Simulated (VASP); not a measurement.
Input of a VASP 6.6.1 run:

INCAR

```
  ALGO = Normal
  EDIFF = 1E-6
  ENCUT = 700
  GGA = PE
  GGA_COMPAT = F
  ISIF = 2
  ISMEAR = -1
  LASPH = T
  LCHARG = T
  LELF = T
  LREAL = F
  LVHAR = T
  LWAVE = F
  NBANDS = 25
  NELM = 120
  PREC = Accurate
  SIGMA = 0.02
```

The input KPOINTS:

```
k-points
0
Gamma
  6 6 4
```

File POSCAR:

```
CdP2C
1.0
    3.2149543768      0.0000000000      0.0000000000
    0.0000000000      3.2149543768      0.0000000000
    0.0000000000      0.0000000000      5.9986298316
Cd P C
1 2 1
Direct
    0.0000000000      0.0000000000      0.0000000000
    0.0000000000      0.5000000000      0.3295789830
    0.5000000000      0.0000000000      0.6704210170
    0.5000000000      0.5000000000      0.5000000000
```

Potentials or basis: VASP PAW PBE potentials, release 64 (Cd_sv_GW, P, C).

The run is started by

```sh
$ cat potpaw_PBE.64/Cd_sv_GW/POTCAR potpaw_PBE.64/P/POTCAR potpaw_PBE.64/C/POTCAR > POTCAR
$ mpirun -np 1 vasp_std > vasp.out
```

Q: What does it give for the largest force?

A: 0.107 eV/Å.

Q: What does it give for the pressure?

A: 6.1 GPa.

Q: Estimate the band gap on the k mesh.

A: Zero (bands 17 and 18 overlap by 0.59 eV).

Forces in eV/Å, atoms in the order of the input:
```
Cd   0.000  0.000  0.000
P    0.000  0.000 -0.107
P    0.000  0.000  0.107
C    0.000  0.000  0.000
```

Caveat: the cell stands under pressure.
